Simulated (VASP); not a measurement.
# Ce (Fm-3m) in VASP: further runs

Ce is run at these levels: r2SCAN, PBE; tasks: single point.

Program: VASP 6.6.1. These are calculated values, not measurements. Logs are shortened: lines on timing, memory, paths and dates and some standing lists are left out, and cuts for length are marked.

## Step 1: The cell of the first run

It takes space group Fm-3m (No. 225, cubic). The conventional cell has a = 4.662 Å, b = 4.662 Å, c = 4.662 Å, α = 90.00°, β = 90.00°, γ = 90.00°. Within 4.3 Å of Ce (site symmetry m-3m) lie 12 Ce at 3.30 Å.

## Step 2: Single point, r2SCAN, collinear spin, ferromagnetic start

POSCAR

```
Ce
1.0
    0.0000000000      2.3312217439      2.3312217439
    2.3312217439      0.0000000000      2.3312217439
    2.3312217439      2.3312217439      0.0000000000
Ce
1
Direct
    0.0000000000      0.0000000000      0.0000000000
```

INCAR.step1

```
SYSTEM = Ce
  PREC = Accurate
  ENCUT = 520
  ISMEAR = -5
  SIGMA = 0.05
  LREAL = .FALSE.
  LASPH = .TRUE.
  NELM = 150
  ISPIN = 2
  MAGMOM = 0.05
  LMAXMIX = 6
  GGA = PE
  ALGO = Normal
  EDIFF = 1E-4
  LWAVE = .TRUE.
  LCHARG = .FALSE.
```

INCAR.step2

```
SYSTEM = Ce
  PREC = Accurate
  ENCUT = 520
  EDIFF = 1E-6
  ISMEAR = 0
  SIGMA = 0.05
  LREAL = .FALSE.
  LASPH = .TRUE.
  NELM = 150
  ALGO = Normal
  ISIF = 2
  LWAVE = .FALSE.
  LCHARG = .FALSE.
  ISPIN = 2
  MAGMOM = 0.05
  LORBIT = 11
  LMAXMIX = 6
  METAGGA = R2SCAN
  LMIXTAU = .TRUE.
  ISTART = 1
```

KPOINTS

```
Automatic mesh
0
G
  16 16 16
  0 0 0
```

Potentials or basis: VASP PAW PBE potentials, release 64 (Ce).

The run is started by

```
$ cat potpaw_PBE.64/Ce/POTCAR > POTCAR
$ cp INCAR.step1 INCAR
$ mpirun -np 1 vasp_std > vasp.out
$ cp INCAR.step2 INCAR
$ mpirun -np 1 vasp_std > vasp.out
```

OUTCAR:

```text
SYSTEM = Ce
   PREC = Accurate
   ENCUT = 520
   EDIFF = 1E-6
   ISMEAR = 0
   LREAL = .FALSE.
   LASPH = .TRUE.
   NELM = 150
   ISIF = 2
   ISPIN = 2
   LORBIT = 11
   METAGGA = R2SCAN
   ISTART = 1

 ion  position               nearest neighbor table
   1  0.000  0.000  0.000-

  LATTYP: Found a face centered cubic cell.
 ALAT       =     4.6624434878

  Lattice vectors:

 A1 = (   0.0000000000,   2.3312217439,   2.3312217439)
 A2 = (   2.3312217439,   0.0000000000,   2.3312217439)
 A3 = (   2.3312217439,   2.3312217439,   0.0000000000)

Analysis of symmetry for initial positions (statically):
=====================================================================
 Subroutine PRICEL returns:
 Original cell was already a primitive cell.

 Routine SETGRP: Setting up the symmetry group for a
 face centered cubic supercell.

 Subroutine GETGRP returns: Found 48 space group operations
 (whereof 48 operations were pure point group operations)
 out of a pool of 48 trial point group operations.

The static configuration has the point symmetry O_h .

Analysis of symmetry for dynamics (positions and initial velocities):
=====================================================================
 Subroutine PRICEL returns:
 Original cell was already a primitive cell.

 Routine SETGRP: Setting up the symmetry group for a
 face centered cubic supercell.

 Subroutine GETGRP returns: Found 48 space group operations
 (whereof 48 operations were pure point group operations)
 out of a pool of 48 trial point group operations.

The dynamic configuration has the point symmetry O_h .

Analysis of structural, dynamic, and magnetic symmetry:
=====================================================================
 Subroutine PRICEL returns:
 Original cell was already a primitive cell.

 Routine SETGRP: Setting up the symmetry group for a
 face centered cubic supercell.

 Subroutine GETGRP returns: Found 48 space group operations
 (whereof 48 operations were pure point group operations)
 out of a pool of 48 trial point group operations.

The overall configuration has the point symmetry O_h .

 Subroutine INISYM returns: Found 48 space group operations
 (whereof 48 operations are pure point group operations),
 and found     1 'primitive' translations

----------------------------------------------------------------------------------------

                                     Primitive cell

  volume of cell :      25.3385

  direct lattice vectors                    reciprocal lattice vectors
     0.000000000  2.331221744  2.331221744    -0.214479811  0.214479811  0.214479811
     2.331221744  0.000000000  2.331221744     0.214479811 -0.214479811  0.214479811
     2.331221744  2.331221744  0.000000000     0.214479811  0.214479811 -0.214479811

  length of vectors
     3.296845407  3.296845407  3.296845407     0.371489931  0.371489931  0.371489931

  position of ions in fractional coordinates (direct lattice)
     0.000000000  0.000000000  0.000000000

  ion indices of the primitive-cell ions
   primitive index   ion index
                 1           1

----------------------------------------------------------------------------------------

 KPOINTS: Automatic mesh

Automatic generation of k-mesh.
 Grid dimensions read from file:
 generate k-points for:   16   16   16

 Generating k-lattice:

  Cartesian coordinates                     Fractional coordinates (reciprocal lattice)
    -0.013404988  0.013404988  0.013404988     0.062500000  0.000000000  0.000000000
     0.013404988 -0.013404988  0.013404988     0.000000000  0.062500000  0.000000000
     0.013404988  0.013404988 -0.013404988     0.000000000  0.000000000  0.062500000

  Length of vectors
     0.023218121  0.023218121  0.023218121

  Shift w.r.t. Gamma in fractional coordinates (k-lattice)
     0.000000000  0.000000000  0.000000000

 Subroutine IBZKPT returns following result:
 ===========================================

 Found    145 irreducible k-points:

 Following reciprocal coordinates:
            Coordinates               Weight
  0.000000  0.000000  0.000000      1.000000
  0.062500  0.000000  0.000000      8.000000
  0.125000  0.000000  0.000000      8.000000
  0.187500  0.000000  0.000000      8.000000
  0.250000  0.000000  0.000000      8.000000
  0.312500  0.000000  0.000000      8.000000
[... 16 lines left out ...]
 -0.125000  0.062500  0.000000     24.000000
 -0.062500  0.062500  0.000000     12.000000
 [... further k-points ...]
   k-points           NKPTS =    145   k-points in BZ     NKDIM =    145   number of bands    NBANDS=     10
   number of dos      NEDOS =    301   number of ions     NIONS =      1
   total plane-waves  NPLWV =  21952
   dimension x,y,z NGX =    28 NGY =   28 NGZ =   28
   dimension x,y,z NGXF=    56 NGYF=   56 NGZF=   56
   ions per type =               1
   NGX,Y,Z   is equivalent  to a cutoff of  14.12, 14.12, 14.12 a.u.
   NGXF,Y,Z  is equivalent  to a cutoff of  28.24, 28.24, 28.24 a.u.
 SYSTEM =  Ce
   PREC   = accura    normal or accurate (medium, high low for compatibility)
   ISTART =      1    job   : 0-new  1-cont  2-samecut
   ICHARG =      0    charge: 1-file 2-atom 10-const
   ISPIN  =      2    spin polarized calculation?
   LNONCOLLINEAR =      F non collinear calculations
   LSORBIT =      F    spin-orbit coupling
   LASPH  =      T    aspherical Exc in radial PAW
   ENCUT  =  520.0 eV  38.22 Ry    6.18 a.u.   6.13  6.13  6.13*2*pi/ulx,y,z
   NELM   =    150;   NELMIN=  2; NELMDL=  0     # of ELM steps
   EDIFF  = 0.1E-05   stopping-criterion for ELM
   LREAL  =      F    real-space projection
   EDIFFG = 0.1E-04   stopping-criterion for IOM
   NSW    =      0    number of steps for IOM
   IBRION =     -1    ionic relax: 0-MD 1-quasi-New 2-CG
   NFREE  =      0    steps in history (QN), initial steepest desc. (CG)
   ISIF   =      2    stress and relaxation
   ISYM   =      2    0-nonsym 1-usesym 2-fastsym
   POTIM  = 0.5000    time-step for ionic-motion
   TEBEG  =    0.0;   TEEND  =   0.0 temperature during run
   PSTRESS=    0.0 pullay stress
   NELECT =      12.0000    total number of electrons
   NUPDOWN=      -1.0000    fix difference up-down
   EMIN   =  10.00;   EMAX   =-10.00  energy-range for DOS
   EFERMI =   0.00;   METHOD = LEGACY
   ISMEAR =     0;   SIGMA  =   0.05  broadening in eV -4-tet -1-fermi 0-gaus
   EFERMI_NEDOS =   21; number of points for ismear=-14 and -15
   IALGO  =     38    algorithm
   IMIX   =      4    mixing-type and parameters
     AMIX     =   0.40;   BMIX     =  1.00
     AMIX_MAG =   1.60;   BMIX_MAG =  1.00
  volume/ion in A,a.u.               =      25.34       170.99
  Fermi-wavevector in a.u.,A,eV,Ry     =   1.276071  2.411425 22.155161  1.628358
  Thomas-Fermi vector in A             =   2.408748
   LORBIT       =     11    0 simple, 1 ext, 2 COOP (PROOUT), +10 PAW based schemes
   METAGGA = R2SCAN    functional components
   LHFCALC =     F    Hartree Fock is set to
   AEXX    =    0.0000 exact exchange contribution
   IVDW    =     0    specifies the selected vdW correction
   LEPSILON=     F    determine dielectric tensor
   LRPA    =     F    only Hartree local field effects (RPA)
 spin polarized calculation
 Gauss-broadening in eV      SIGMA  =   0.05
  energy-cutoff  :      520.00
  volume of cell :       25.34
 maximum number of plane-waves:       701
 NGX is ok and might be reduce to    28

 number of electron      12.0000000 magnetization      -0.0000001

 number of electron      12.0000000 magnetization       0.0000057

 Free energy of the ion-electron system (eV)
  ---------------------------------------------------
  ext. energy  EPLUGINS =         0.00000000
  ---------------------------------------------------
  free energy    TOTEN  =       -30.83260340 eV

  energy without entropy =      -30.83000912  energy(sigma->0) =      -30.83130626

 E-fermi :  10.1256     XC(G=0): -12.3651

 val. band max:       10.1215833495   @ k =  -0.2500   0.3750   0.1250
 cond. band min:      10.1344830954   @ k =  -0.2500   0.4375   0.1875
 fundamental gap:      0.0128997459
 Fermi energy:        10.1256164780

 spin component 1

 k-point     1 :       0.0000    0.0000    0.0000
  band No.  band energies     occupation
      1     -26.1224      1.00000
      2      -6.5683      1.00000
      3      -6.5683      1.00000
      4      -6.5683      1.00000
      5       7.2886      1.00000
      6       9.7177      1.00000
      7      10.5218      0.00000
      8      10.5219      0.00000
      9      10.5219      0.00000
     10      11.5269      0.00000

 k-point     2 :       0.0625    0.0000    0.0000
  band No.  band energies     occupation
      1     -26.0989      1.00000
      2      -6.7214      1.00000
      3      -6.5846      1.00000
      4      -6.5846      1.00000
      5       7.4849      1.00000
      6       9.6591      1.00000
      7      10.5027      0.00000
      8      10.5286      0.00000
      9      10.5286      0.00000
     10      11.3666      0.00000
[... 274 lines left out ...]
 k-point    24 :      -0.0625    0.0625    0.0000
  band No.  band energies     occupation
      1     -26.0613      1.00000
      2      -6.9296      1.00000
      3      -6.6697      1.00000
      4      -6.5851      1.00000
      5       7.7883      1.00000
      6       9.5718      1.00000
      7      10.4602      0.00000
      8      10.5314      0.00000
      9      10.5586      0.00000
     10      11.2451      0.00000

 [... further k-points ...]

 spin component 2

 k-point     1 :       0.0000    0.0000    0.0000
  band No.  band energies     occupation
      1     -26.1223      1.00000
      2      -6.5683      1.00000
      3      -6.5683      1.00000
      4      -6.5683      1.00000
      5       7.2886      1.00000
      6       9.7177      1.00000
      7      10.5219      0.00000
      8      10.5219      0.00000
      9      10.5219      0.00000
     10      11.5269      0.00000

 k-point     2 :       0.0625    0.0000    0.0000
  band No.  band energies     occupation
      1     -26.0989      1.00000
      2      -6.7214      1.00000
      3      -6.5846      1.00000
      4      -6.5846      1.00000
      5       7.4849      1.00000
      6       9.6591      1.00000
      7      10.5027      0.00000
      8      10.5286      0.00000
      9      10.5286      0.00000
     10      11.3666      0.00000
[... 274 lines left out ...]
 k-point    24 :      -0.0625    0.0625    0.0000
  band No.  band energies     occupation
      1     -26.0613      1.00000
      2      -6.9296      1.00000
      3      -6.6697      1.00000
      4      -6.5851      1.00000
      5       7.7883      1.00000
      6       9.5718      1.00000
      7      10.4602      0.00000
      8      10.5315      0.00000
      9      10.5586      0.00000
     10      11.2434      0.00000

 [... further k-points ...]
[... 5 lines left out ...]
  --------------------------------------------------------------------------------------
  -------------------------------------------------------------------------------------
  Total       -0.0417870     -0.0417870     -0.0417870     -0.0000000      0.0000000     -0.0000000
  in kB       -2.6422309     -2.6422309     -2.6422309     -0.0000000      0.0000000     -0.0000000
  external PRESSURE =      -2.6422309 kB  Pullay stress =       0.0000000 kB

 VOLUME and BASIS-vectors are now :
 -----------------------------------------------------------------------------
  energy-cutoff  :      520.00
  volume of cell :       25.34
      direct lattice vectors                 reciprocal lattice vectors
     0.000000000  2.331221744  2.331221744    -0.214479811  0.214479811  0.214479811
     2.331221744  0.000000000  2.331221744     0.214479811 -0.214479811  0.214479811
     2.331221744  2.331221744  0.000000000     0.214479811  0.214479811 -0.214479811

 POSITION                                       TOTAL-FORCE (eV/Angst)
 -----------------------------------------------------------------------------------
      0.00000      0.00000      0.00000         0.000000      0.000000      0.000000
 -----------------------------------------------------------------------------------
    total drift:                                0.000000     -0.000000     -0.000000

  FREE ENERGIE OF THE ION-ELECTRON SYSTEM (eV)
  ---------------------------------------------------
  free  energy   TOTEN  =       -30.8326033964 eV

  energy  without entropy=      -30.8300091214  energy(sigma->0) =      -30.83130626

 total charge

# of ion       s       p       d       f       tot
--------------------------------------------------
    1        2.134   5.581   1.335   0.997  10.048

 magnetization (x)

# of ion       s       p       d       f       tot
--------------------------------------------------
    1       -0.000  -0.000  -0.000   0.000   0.000
```

It took 4.5 min on 1 thread of Intel Xeon 6975P-C (Granite Rapids), shared host; peak memory 0.24 GiB.

What came out:

```yaml
Free_energy: -30.8326 eV
Pressure: -0.3 GPa
Band_gap_on_the_k_mesh: zero (filled and empty bands overlap)
Net_moment: 0.00 μB per cell
Valence_electrons_inside_the_program's_atomic_spheres: Ce 10.05
```

Caveat: the magnetic or orbital state may not be the lowest; the PAW data sets were made with another functional, which shifts forces and pressure a little; spin-orbit coupling is left out, which moves the levels of the heavy elements.

## Step 3: Single point, r2SCAN

POSCAR is that of step 2.

INCAR.step1

```
PREC = Accurate
ENCUT = 520
ISMEAR = 0
SIGMA = 0.05
LREAL = F
LASPH = T
NELM = 100
NBANDS = 12
GGA = PE
ALGO = Normal
EDIFF = 1E-4
LWAVE = T
LCHARG = F
```

INCAR.step2

```
PREC = Accurate
ENCUT = 520
EDIFF = 1E-6
ISMEAR = 0
SIGMA = 0.05
LREAL = F
LASPH = T
NELM = 100
ALGO = Normal
ISIF = 2
LWAVE = F
LCHARG = T
METAGGA = R2SCAN
LMIXTAU = T
LELF = T
LVHAR = T
NBANDS = 12
ISTART = 1
```

KPOINTS

```
Automatic mesh
0
Gamma
  16 16 16
```

Potentials or basis: VASP PAW PBE potentials, release 64 (Ce).

The run is started by

```
$ cat potpaw_PBE.64/Ce/POTCAR > POTCAR
$ cp INCAR.step1 INCAR
$ mpirun -np 1 vasp_std > vasp.out
$ cp INCAR.step2 INCAR
$ mpirun -np 1 vasp_std > vasp.out
```

It took 2.6 min on 1 thread of Intel Xeon 6975P-C (Granite Rapids), shared host; peak memory 0.21 GiB.

Results (log left out):

- Free energy: -30.8326 eV
- Pressure: -0.3 GPa
- Band gap on the k mesh: zero (band 6 reaches 10.40 eV, above the bottom of band 7 at 9.98 eV)

Levels at points of the mesh, in eV from the Fermi level:
```
           k point  band 3  band 4  band 5  band 6  band 7  band 8  band 9  band 10
(0.00, 0.00, 0.00)  -16.69  -16.69   -2.84   -0.41    0.40    0.40    0.40     1.40
(0.50, 0.00, 0.00)  -17.10  -17.10   -2.31   -0.23    0.62    0.62    0.74     1.08
(0.50, 0.50, 0.00)  -17.86  -17.86   -3.33   -2.65    0.71    0.75    0.81     0.81
```

Caveat: the PAW data sets were made with another functional, which shifts forces and pressure a little; spin-orbit coupling is left out, which moves the levels of the heavy elements.

## Step 4: Single point, PBE, collinear spin, ferromagnetic start

This run uses another cell than the first one, of 29.59 Å³/atom, 1.168 times its volume.

INCAR

```
SYSTEM = Ce
PREC = Accurate
ENCUT = 520
EDIFF = 1E-6
ISMEAR = 0
SIGMA = 0.05
LREAL = .False.
LASPH = .True.
NELM = 150
ALGO = Normal
ISIF = 2
LWAVE = .False.
LCHARG = .False.
ISPIN = 2
MAGMOM = 0.22
LORBIT = 11
LMAXMIX = 6
GGA = PE
NBANDS = 16
```

KPOINTS

```
regular mesh
0
Gamma
  6 6 6
  0 0 0
```

POSCAR

```
Ce
1.0
    0.0000000000      2.4549150354      2.4549150354
    2.4549150354      0.0000000000      2.4549150354
    2.4549150354      2.4549150354      0.0000000000
Ce
1
Direct
    0.0000000000      0.0000000000      0.0000000000
```

The run is started by

```
$ cat potpaw_PBE.64/Ce/POTCAR > POTCAR
$ mpirun -np 1 vasp_std > vasp.out
```

It took 16 s on 1 thread of AMD EPYC 9R45 (Zen 5), shared host; peak memory 0.15 GiB.

Results (log left out):

```
Free energy                                           : -5.9337 eV
Pressure                                              : -3.6 GPa
Net moment                                            : 0.21 μB per cell
Site moments                                          : Ce +0.18 μB
Valence electrons inside the program's atomic spheres : Ce 9.79
```

Levels at points of the mesh, in eV from the Fermi level:
Spin up:
```csv
k point,band 3,band 4,band 5,band 6,band 7,band 8,band 9,band 10
"(0.00, 0.00, 0.00)",-16.30,-16.30,-3.11,-0.18,0.27,0.27,0.27,0.91
"(0.50, 0.00, 0.00)",-16.57,-16.57,-1.90,-0.11,0.36,0.36,0.55,0.72
"(0.50, 0.50, 0.00)",-17.07,-17.07,-2.43,-1.79,0.42,0.48,0.48,0.48
```
Spin down:
```tsv
k point	band 4	band 5	band 6	band 7	band 8	band 9
(0.00, 0.00, 0.00)	-16.23	-3.06	-0.07	0.41	0.41	0.41
(0.50, 0.00, 0.00)	-16.50	-1.85	0.02	0.46	0.46	0.67
(0.50, 0.50, 0.00)	-16.99	-2.40	-1.74	0.50	0.57	0.57
```

Caveat: the k points lie up to 0.37 Å⁻¹ apart; the magnetic or orbital state may not be the lowest; spin-orbit coupling is left out, which moves the levels of the heavy elements.

[end of part 1 of 2]
